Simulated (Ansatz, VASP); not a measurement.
**One calculation of BiB12, two programs**

```
B Bi
1.0
     0.00000    3.80341    3.80341
     3.80341    0.00000    3.80341
     3.80341    3.80341    0.00000
B Bi
12 1
Direct
  0.83780 0.16220 0.50000
  0.16220 0.83780 0.50000
  0.50000 0.83780 0.16220
  0.16220 0.50000 0.50000
  0.50000 0.50000 0.83780
  0.50000 0.50000 0.16220
  0.50000 0.83780 0.50000
  0.16220 0.50000 0.83780
  0.83780 0.50000 0.50000
  0.50000 0.16220 0.50000
  0.83780 0.50000 0.16220
  0.50000 0.16220 0.83780
  0.00000 0.00000 0.00000
```

Change from the starting cell: species swapped into the ScB12 type (Fm-3m, No. 225).

Alike in both runs: functional PBE; k mesh 8 × 8 × 8; occupations gaussian, width 0.1 eV; no spin polarisation.

Ansatz relaxed the structure, and its values are those at the end. VASP's run is a single point on that final structure, the one shown.

```csv
,VASP,Ansatz
version,VASP 6.6.1,Ansatz 0.2.0
potentials or method,"VASP PAW PBE potentials, release 64 (B, Bi_d), cutoff 520 eV","scalar-relativistic, plane waves, PAW"
valence electrons in the cell,51,51
```

```csv
,VASP,Ansatz,Ansatz less VASP
gap on the k mesh at the Fermi level (eV),none,none,-
pressure (GPa),0.0,0.0,-0.01
```

A gap of «none» marks a metal or a gap that the smearing closes. With one functional, cell and mesh, what is left measures potentials, basis and numerics.

Neither program's run includes spin-orbit coupling.
